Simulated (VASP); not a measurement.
# MoS2 in VASP: further runs

The runs below take MoS2 through relaxation of cell and atoms, single point, with PBE+D3(BJ), PBE.

All numbers are computed with VASP 6.6.1; they aren't measurements. Logs are shortened: lines on timing, memory, paths and dates and some standing lists are left out, and cuts for length are marked.

### Step 1. The cell of the first run

The cell holds a slab with vacuum, 3 atoms: a = 3.184 Å, b = 3.184 Å, c = 17.335 Å, α = 90.00°, β = 90.00°, γ = 120.00°.

### Step 2. Relaxation of cell and atoms, PBE+D3(BJ)

The input, INCAR:

```
ALGO = Normal
EDIFF = 1E-6
EDIFFG = -0.005
ENCUT = 600
GGA = PE
IBRION = 2
ISIF = 3
ISMEAR = -1
IVDW = 12
LASPH = T
LCHARG = F
LREAL = F
LWAVE = F
NELM = 100
NSW = 80
PREC = Accurate
SIGMA = 0.02
```

The input, KPOINTS:

```
k-points
0
Gamma
  12 12 2
```

The input, POSCAR:

```
MoS2
1.0
    3.1841260822      0.0000000000      0.0000000000
   -1.5920630411      2.7575340760      0.0000000000
    0.0000000000      0.0000000000     17.3345999500
Mo S
1 2
Direct
    0.0000000000      0.0000000000      0.0000000000
    0.3333333300      0.6666666700      0.0894929800
    0.3333333300      0.6666666700      0.9105070200
```

Potentials or basis: VASP PAW PBE potentials, release 64 (Mo_sv, S).

Run with:

```sh
$ cat potpaw_PBE.64/Mo_sv/POTCAR potpaw_PBE.64/S/POTCAR > POTCAR
$ mpirun -np 1 vasp_std > vasp.out
```

OUTCAR:

```text
EDIFF = 1E-6
   EDIFFG = -0.005
   ENCUT = 600
   GGA = PE
   IBRION = 2
   ISIF = 3
   ISMEAR = -1
   IVDW = 12
   LASPH = T
   LREAL = F
   NELM = 100
   NSW = 80
   PREC = Accurate
 IVDW          = 12

 ion  position               nearest neighbor table
   1  0.000  0.000  0.000-   2 2.41   3 2.41   2 2.41   3 2.41   2 2.41   3 2.41
   2  0.333  0.667  0.089-   1 2.41   1 2.41   1 2.41
   3  0.333  0.667  0.911-   1 2.41   1 2.41   1 2.41

  LATTYP: Found a hexagonal cell.
 ALAT       =     3.1841260822
 C/A-ratio  =     5.4440683260

  Lattice vectors:

 A1 = (   3.1841260822,   0.0000000000,   0.0000000000)
 A2 = (  -1.5920630411,   2.7575340760,   0.0000000000)
 A3 = (   0.0000000000,   0.0000000000,  17.3345999500)

Analysis of symmetry for initial positions (statically):
=====================================================================
 Subroutine PRICEL returns:
 Original cell was already a primitive cell.

 Routine SETGRP: Setting up the symmetry group for a
 hexagonal supercell.

 Subroutine GETGRP returns: Found 12 space group operations
 (whereof 12 operations were pure point group operations)
 out of a pool of 24 trial point group operations.

The static configuration has the point symmetry D_3h.

Analysis of symmetry for dynamics (positions and initial velocities):
=====================================================================
 Subroutine PRICEL returns:
 Original cell was already a primitive cell.

 Routine SETGRP: Setting up the symmetry group for a
 hexagonal supercell.

 Subroutine GETGRP returns: Found 12 space group operations
 (whereof 12 operations were pure point group operations)
 out of a pool of 24 trial point group operations.

The dynamic configuration has the point symmetry D_3h.

 Subroutine INISYM returns: Found 12 space group operations
 (whereof 12 operations are pure point group operations),
 and found     1 'primitive' translations

----------------------------------------------------------------------------------------

                                     Primitive cell

  volume of cell :     152.2036

  direct lattice vectors                    reciprocal lattice vectors
     3.184126082  0.000000000  0.000000000     0.314057915  0.181321422  0.000000000
    -1.592063041  2.757534076  0.000000000     0.000000000  0.362642844  0.000000000
[... 49 lines left out ...]
  0.416667 -0.000000  0.000000      6.000000
[... 16 lines left out ...]
  0.250000  0.000000  0.500000      6.000000
  0.333333  0.000000  0.500000      6.000000
 [... further k-points ...]
   k-points           NKPTS =     38   k-points in BZ     NKDIM =     38   number of bands    NBANDS=     17
   number of dos      NEDOS =    301   number of ions     NIONS =      3
   total plane-waves  NPLWV = 109760
   dimension x,y,z NGX =    28 NGY =   28 NGZ =  140
   dimension x,y,z NGXF=    56 NGYF=   56 NGZF=  280
   ions per type =               1   2
   NGX,Y,Z   is equivalent  to a cutoff of  14.62, 14.62, 13.43 a.u.
   NGXF,Y,Z  is equivalent  to a cutoff of  29.24, 29.24, 26.85 a.u.
 SYSTEM =  unknown system
   PREC   = accura    normal or accurate (medium, high low for compatibility)
   ISTART =      0    job   : 0-new  1-cont  2-samecut
   ICHARG =      2    charge: 1-file 2-atom 10-const
   ISPIN  =      1    spin polarized calculation?
   LNONCOLLINEAR =      F non collinear calculations
   LSORBIT =      F    spin-orbit coupling
   LASPH  =      T    aspherical Exc in radial PAW
   ENCUT  =  600.0 eV  44.10 Ry    6.64 a.u.   6.36  6.36 34.62*2*pi/ulx,y,z
   NELM   =    100;   NELMIN=  2; NELMDL= -5     # of ELM steps
   EDIFF  = 0.1E-05   stopping-criterion for ELM
   LREAL  =      F    real-space projection
   EDIFFG = -.5E-02   stopping-criterion for IOM
   NSW    =     80    number of steps for IOM
   IBRION =      2    ionic relax: 0-MD 1-quasi-New 2-CG
   NFREE  =      1    steps in history (QN), initial steepest desc. (CG)
   ISIF   =      3    stress and relaxation
   ISYM   =      2    0-nonsym 1-usesym 2-fastsym
   POTIM  = 0.5000    time-step for ionic-motion
   TEBEG  =    0.0;   TEEND  =   0.0 temperature during run
   PSTRESS=    0.0 pullay stress
   NELECT =      26.0000    total number of electrons
   NUPDOWN=      -1.0000    fix difference up-down
   EMIN   =  10.00;   EMAX   =-10.00  energy-range for DOS
   EFERMI =   0.00;   METHOD = LEGACY
   ISMEAR =    -1;   SIGMA  =   0.02  broadening in eV -4-tet -1-fermi 0-gaus
   EFERMI_NEDOS =   21; number of points for ismear=-14 and -15
   IALGO  =     38    algorithm
   IMIX   =      4    mixing-type and parameters
     AMIX     =   0.40;   BMIX     =  1.00
     AMIX_MAG =   1.60;   BMIX_MAG =  1.00
  volume/ion in A,a.u.               =      50.73       342.37
  Fermi-wavevector in a.u.,A,eV,Ry     =   0.908359  1.716550 11.226391  0.825116
  Thomas-Fermi vector in A             =   2.032276
   LORBIT       =      0    0 simple, 1 ext, 2 COOP (PROOUT), +10 PAW based schemes
   GGA     = PE    functional components
   LHFCALC =     F    Hartree Fock is set to
   AEXX    =    0.0000 exact exchange contribution
   IVDW    =    12    specifies the selected vdW correction
   LEPSILON=     F    determine dielectric tensor
   LRPA    =     F    only Hartree local field effects (RPA)
 conjugate gradient relaxation of ions
 non-spin polarized calculation
  energy-cutoff  :      600.00
  volume of cell :      152.20
 maximum number of plane-waves:      5122
 NGX is ok and might be reduce to    28
   NGX = 13   NGY = 13   NGZ = 69

--------------------------------------- Ionic step        1  -------------------------------------------

 number of electron      26.0000001 magnetization

 Free energy of the ion-electron system (eV)
  ---------------------------------------------------
  ext. energy  EPLUGINS =         0.00000000
  ---------------------------------------------------
  free energy    TOTEN  =       -21.85134688 eV

  energy without entropy =      -21.85134688  energy(sigma->0) =      -21.85134688

------------------------ aborting loop because EDIFF is reached ----------------------------------------

 Edisp (eV)   -0.94408

 E8    (eV) :    -0.4079
[... 2055 lines left out ...]
      6      -3.4502      2.00000
[... 9 lines left out ...]
     16      12.5956      0.00000
     17      12.7867      0.00000

 [... further k-points ...]

[... ionic steps 4 to 63 ...]

--------------------------------------- Ionic step       64  -------------------------------------------

 number of electron      26.0000001 magnetization

------------------------ aborting loop because EDIFF is reached ----------------------------------------
[... 77 lines left out ...]
--------------------------------------- Ionic step       66  -------------------------------------------

 number of electron      26.0000001 magnetization

 Free energy of the ion-electron system (eV)
  ---------------------------------------------------
  ext. energy  EPLUGINS =         0.00000000
  ---------------------------------------------------
  free energy    TOTEN  =       -21.80120528 eV

  energy without entropy =      -21.80120528  energy(sigma->0) =      -21.80120528

 E-fermi :   6.8385     XC(G=0): -10.2605

 val. band max:        6.3890186415   @ k =   0.0000   0.0000   0.5000
 cond. band min:       7.6413147532   @ k =   0.1667   0.1667   0.0000
 fundamental gap:      1.2522961117
 Fermi energy:         6.8385257939
[... 514 lines left out ...]
  FREE ENERGIE OF THE ION-ELECTRON SYSTEM (eV)
  ---------------------------------------------------
  free  energy   TOTEN  =       -22.9883764107 eV

  energy  without entropy=      -22.9883764107  energy(sigma->0) =      -22.98837641

 reached required accuracy - stopping structural energy minimisation
```

CONTCAR:

```text
MoS2
   1.00000000000000
     3.1483637640557318   -0.0000000000000005    0.0000000000000000
    -1.5741818820278526    2.7265629999907350    0.0000000000000000
     0.0000000000000000    0.0000000000000000    6.6879654293534161
  Mo              S
     1     2
Direct
     0.0000000000000000    0.0000000000000000    0.0000000000000000
     0.3333333300000021    0.6666666699999979    0.7656987498759101
     0.3333333300000021    0.6666666699999979    0.2343012501240895

  0.00000000E+00  0.00000000E+00  0.00000000E+00
  0.00000000E+00  0.00000000E+00  0.00000000E+00
  0.00000000E+00  0.00000000E+00  0.00000000E+00
```

Run time: 68 min. Hardware: 1 thread of Intel Xeon 6975P-C (Granite Rapids), shared host; peak memory 0.54 GiB.

What came out:

* Free energy: -22.9884 eV
* Relaxed volume: 19.14 Å³/atom
* Relaxed cell: a = 3.148 Å, b = 3.148 Å, c = 6.688 Å, α = 90.00°, β = 90.00°, γ = 120.00°
* Space group after relaxing (to 0.05 Å): P-6m2 (No. 187)
* Energy gained by relaxing: 64.3 meV/atom
* Ionic steps: 66
* Largest force after relaxing: 0.003 eV/Å
* Band gap on the k mesh: 1.25 eV, indirect (least direct gap 1.77 eV)
* Dispersion energy per atom: -0.396 eV

Forces in eV/Å, atoms in the order of the input:
```
Mo   0.000  0.000  0.000
S    0.000  0.000  0.003
S    0.000  0.000 -0.003
```

The path:
```tsv
step	energy change (eV)	largest force (eV/Å)	pressure (GPa)	volume (Å³)
1	0.0000	0.1028	-0.44	152.20
3	-0.0084	0.1193	0.20	149.84
5	-0.0091	0.0062	0.00	150.15
7	-0.0091	0.0104	0.01	150.09
9	-0.0091	0.0157	0.01	150.04
11	-0.0091	0.0176	0.02	149.96
13	-0.0092	0.0237	0.02	149.66
15	-0.0093	0.0506	0.02	148.47
17	-0.0093	0.0467	0.01	148.37
19	-0.0094	0.0324	-0.03	147.95
21	-0.0097	0.0222	-0.17	146.28
23	-0.0099	0.0239	-0.15	145.34
25	-0.0109	0.0141	-0.04	141.11
27	-0.0053	0.3366	1.19	124.44
29	-0.0054	0.3337	1.19	124.12
31	-0.0056	0.3220	1.22	122.68
33	-0.0044	0.3276	1.45	116.95
35	0.0745	1.2984	5.46	94.41
37	698.7686	255.6566	10255.80	10.53
39	6.7068	9.0269	125.79	36.84
41	0.8374	2.2572	19.45	45.62
43	0.6313	2.9796	7.95	47.64
45	0.0215	1.5181	-1.37	52.53
47	-0.1179	0.5843	-5.24	57.80
49	-0.1708	0.2115	0.61	56.13
51	-0.1880	0.1218	0.36	56.07
53	-0.1889	0.1178	0.12	56.25
55	-0.1905	0.1401	-0.53	56.81
57	-0.1921	0.0648	0.33	57.06
59	-0.1924	0.0284	0.17	57.10
61	-0.1926	0.0106	-0.16	57.80
63	-0.1929	0.0096	-0.01	57.46
65	-0.1929	0.0109	-0.02	57.38
66	-0.1930	0.0031	-0.01	57.41
```

Final structure:
```
Mo S
1.0
     3.14836    0.00000    0.00000
    -1.57418    2.72656    0.00000
     0.00000    0.00000    6.68797
Mo S
1 2
Cartesian
  0.0000 0.0000 0.0000
  0.0000 1.8177 5.1210
  0.0000 1.8177 1.5670
```

Levels at points of the mesh, in eV from the valence-band top:
```csv
k point,band 9,band 10,band 11,band 12,band 13,band 14,band 15,band 16,band 17
"(0.00, 0.00, 0.00)",-2.98,-1.84,-1.84,-1.51,-0.89,2.48,2.48,2.64,2.64
"(0.50, 0.00, 0.00)",-4.74,-3.55,-1.98,-1.34,-1.25,1.97,2.37,3.86,4.08
"(0.00, 0.00, 0.50)",-2.97,-2.96,-1.85,-1.85,0.00,2.42,2.42,2.73,2.73
"(0.50, 0.00, 0.50)",-4.37,-3.57,-2.77,-1.27,-0.85,1.98,2.55,3.23,3.90
```

Caveat: the volume moved by over 15 % at a fixed basis, so the end points are rough.

### Step 3. Single point, PBE

This run uses another cell than the first one, of 19.77 Å³/atom, 0.390 times its volume.

The input, INCAR:

```
SYSTEM = MoS2
  PREC = Accurate
  ENCUT = 500
  EDIFF = 1E-6
  ISMEAR = 0
  SIGMA = 0.01
  LREAL = .FALSE.
  LASPH = .TRUE.
  NELM = 120
  ALGO = Normal
  ISIF = 2
  LWAVE = .FALSE.
  LCHARG = .FALSE.
  GGA = PE
  NBANDS = 20
  GGA_COMPAT = .FALSE.
```

The input, KPOINTS:

```
regular mesh
0
G
  6 6 2
  0 0 0
```

The input, POSCAR:

```
MoS2
1.0
    3.1709601090      0.0000000000      0.0000000000
   -1.5854800545      2.7461320088      0.0000000000
    0.0000000000      0.0000000000      6.8100356761
Mo S
1 2
Direct
    0.0000000000      0.0000000000      0.0000000000
    0.3333333333      0.6666666667      0.2285274094
    0.3333333333      0.6666666667      0.7714725906
```

Potentials or basis: VASP PAW PBE potentials, release 64 (Mo_sv, S).

Run with:

```sh
$ cat potpaw_PBE.64/Mo_sv/POTCAR potpaw_PBE.64/S/POTCAR > POTCAR
$ mpirun -np 1 vasp_std > vasp.out
```

It took 14 s on 1 thread of Intel Xeon Platinum 8488C (Sapphire Rapids), shared host; peak memory 0.17 GiB.

The run converged. Its results:

- Free energy: -21.8230 eV
- Pressure: 2.0 GPa
- Largest force: 0.125 eV/Å
- Band gap on the k mesh: 1.28 eV, indirect (least direct gap 1.69 eV)

Forces in eV/Å, atoms in the order of the input:
```
Mo   0.000  0.000  0.000
S    0.000  0.000  0.125
S    0.000  0.000 -0.125
```

Stress tensor (GPa, compression positive):
```
1.63 0.00 0.00
0.00 1.63 0.00
0.00 0.00 2.85
```

Levels at points of the mesh, in eV from the valence-band top:
| k point | band 10 | band 11 | band 12 | band 13 | band 14 | band 15 | band 16 | band 17 |
| --- | --- | --- | --- | --- | --- | --- | --- | --- |
| (0.00, 0.00, 0.00) | -1.92 | -1.92 | -1.55 | -0.76 | 2.41 | 2.41 | 2.62 | 2.62 |
| (0.50, 0.00, 0.00) | -3.59 | -1.99 | -1.41 | -1.20 | 1.87 | 2.32 | 3.78 | 4.03 |
| (0.00, 0.00, 0.50) | -2.78 | -1.93 | -1.93 | 0.00 | 2.36 | 2.36 | 2.68 | 2.68 |
| (0.50, 0.00, 0.50) | -3.61 | -2.62 | -1.36 | -0.89 | 1.88 | 2.45 | 3.25 | 3.89 |

Caveat: the k points lie up to 0.46 Å⁻¹ apart; this functional lacks dispersion, which binds the layers, so the pressure and a relaxed spacing across them are unreliable.
